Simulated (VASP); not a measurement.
Write the native input for VASP 6.6.1 that does the following.

| Property | Result |
| --- | --- |
| Task | single point |
| Functional | PBE |
| Potentials or basis | VASP PAW PBE potentials, release 64 (Si, W_sv) |
| Cutoff | 520 eV |
| k mesh | 3 × 3 × 2 |
| Occupations | methfessel-paxton, width 0.1 eV |
| Spin | no spin polarisation |
| Dipole correction | no |
| Further INCAR settings | LREAL = Auto; ALGO = Normal; EDIFF = 1e-07; NBANDS = 148 |

The structure of Si24W11 (a cell with a defect) lies in POSCAR:

```
Si24W11
1.0
   -3.2292007300      3.2292007300      7.8679106400
    3.2292007300     -3.2292007300      7.8679106400
    4.8438010900      4.8438010900    -11.8018659700
Si W
24 11
Direct
    0.1564005468      0.1873179497      0.0029704977
    0.3200627985      0.3430482077      0.0020059659
    0.1801384777      0.1804701387      0.3469209344
    0.3369431432      0.3408862242      0.3426170830
    0.1814690352      0.1672227855      0.6750052158
    0.3527505185      0.3336755197      0.6779611588
    0.1642171621      0.6740112683     -0.0002637392
    0.3304789075      0.8427047300      0.0029547043
    0.1653476732      0.6677619347      0.3309009743
    0.2852310929      0.7917530272      0.2847146227
    0.1780620981      0.6708478160      0.6710484059
    0.3351837004      0.8315596256      0.6703133427
    0.6663942819      0.1728512558      0.0025918694
    0.8230280403      0.3370407539     -0.0096602852
    0.6646646954      0.1722956441      0.3332049500
    0.8355268218      0.3385584899      0.3353547080
    0.6383458222      0.0907823079      0.6161984038
    0.8496507117      0.3179561397      0.6592495110
    0.6758466530      0.6903527194      0.0203955526
    0.8393128519      0.8399684321      0.0121536783
    0.6678284206      0.6676362677      0.3354538037
    0.8395559891      0.8428055549      0.3409344169
    0.6749704100      0.6643032193      0.6751973170
    0.8437064332      0.8285207869      0.6737992414
   -0.0000235541      0.0050365215      0.0045635648
    0.0087207892      0.0146615781      0.3460009957
    0.0024201936      0.0000739474      0.6686524570
   -0.4106632770      0.4703630939     -0.2847947251
    0.0008288278      0.5069743532      0.3365696629
    0.0091797497      0.4988930355      0.6684928716
    0.5015349359      0.0070633519      0.0045788420
    0.5010059486      0.0042997559      0.3340851472
    0.5041227969     -0.0086681809      0.6704005676
    0.5042944929      0.5104760535      0.0093105599
    0.5010012487      0.5033587980      0.3370384063
```

These files were run (other wordings do the same):

INCAR

```
SYSTEM = Si24W11
  PREC = Accurate
  ENCUT = 520
  EDIFF = 1E-7
  ISMEAR = 1
  SIGMA = 0.1
  LREAL = Auto
  LASPH = .True.
  NELM = 60
  ALGO = Normal
  ISIF = 2
  LWAVE = .False.
  LCHARG = .False.
  GGA = PE
  NBANDS = 148
```

KPOINTS

```
Automatic mesh
0
Gamma
  3 3 2
  0 0 0
```

Potentials or basis: VASP PAW PBE potentials, release 64 (Si, W_sv).

Run with:

```bash
$ cat potpaw_PBE.64/Si/POTCAR potpaw_PBE.64/W_sv/POTCAR > POTCAR
$ mpirun -np 1 vasp_std > vasp.out
```

It gave:

```yaml
Pressure: 0.7 GPa
Largest_force: 5.308 eV/Å
Band_gap_on_the_k_mesh: zero (bands 125 and 126 overlap by 0.11 eV)
```

Caveat: spin-orbit coupling is left out, which moves the levels of the heavy elements.

It took 51 min on 1 thread of Intel(R) Xeon(R) Platinum 8559C (Emerald Rapids) (shared host), peak memory 1.3 GiB.
